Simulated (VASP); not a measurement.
Wanted: the native input for a VASP 6.6.1 run.

| Quantity | Value |
| --- | --- |
| Task | electric field gradients |
| Functional | PBE |
| Potentials or basis | VASP PAW PBE potentials, release 64 (In_d, Se) |
| Cutoff | 520 eV |
| k mesh | 7 × 7 × 6 |
| Occupations | fermi-dirac, width 0.02 eV |
| Spin | no spin polarisation |
| Dipole correction | no |
| Further INCAR settings | ALGO = Normal; EDIFF = 1e-08; NBANDS = 27 |

The structure of InSe lies in POSCAR:

```
InSe
1.0
    5.8473526766     -1.9963209732      0.0381290268
    5.8884526766      2.1136790268      0.0792290268
   -1.5561791321      0.0272424071      4.3076622494
In Se
2 2
Direct
    0.8840000000      0.8840000000      0.0050000000
    0.1160000000      0.1160000000      0.9950000000
    0.6600000000      0.6600000000      0.6420000000
    0.3400000000      0.3400000000      0.3580000000
```

This cell differs from its parent crystal: equal xy, yz and zx shear strains of +2 %.

These files were run (other wordings do the same):

INCAR

```
PREC = Accurate
ENCUT = 520
EDIFF = 1E-8
ISMEAR = -1
SIGMA = 0.02
LREAL = F
LASPH = T
NELM = 100
ALGO = Normal
ISIF = 2
LWAVE = F
LCHARG = F
GGA = PE
LEFG = T
NBANDS = 27
```

KPOINTS

```
Automatic mesh
0
Gamma
  7 7 6
```

Potentials or basis: VASP PAW PBE potentials, release 64 (In_d, Se).

The run is started by

```sh
$ cat potpaw_PBE.64/In_d/POTCAR potpaw_PBE.64/Se/POTCAR > POTCAR
$ mpirun -np 1 vasp_std > vasp.out
```

Results of the run:

```
Pressure                                : 2.8 GPa
Largest force                           : 0.626 eV/Å
Band gap on the k mesh                  : 0.85 eV (least direct gap 1.27 eV)
Largest electric field gradient by atom : In -176.8; Se +69.3 V/Å²
```

Caveat: the cell differs from its parent crystal (equal xy, yz and zx shear strains of +2 %); without QUAD_EFG the Cq values of the log hold for a quadrupole moment of 1 mb, not for the nuclei; spin-orbit coupling is left out, which moves the levels of the heavy elements; an odd mesh through Γ misses points on the zone boundary, where band edges can lie.

It took 6.7 min on 1 thread of Intel(R) Xeon(R) Platinum 8375C CPU @ 2.90GHz (Ice Lake) (shared host), peak memory 0.53 GiB.
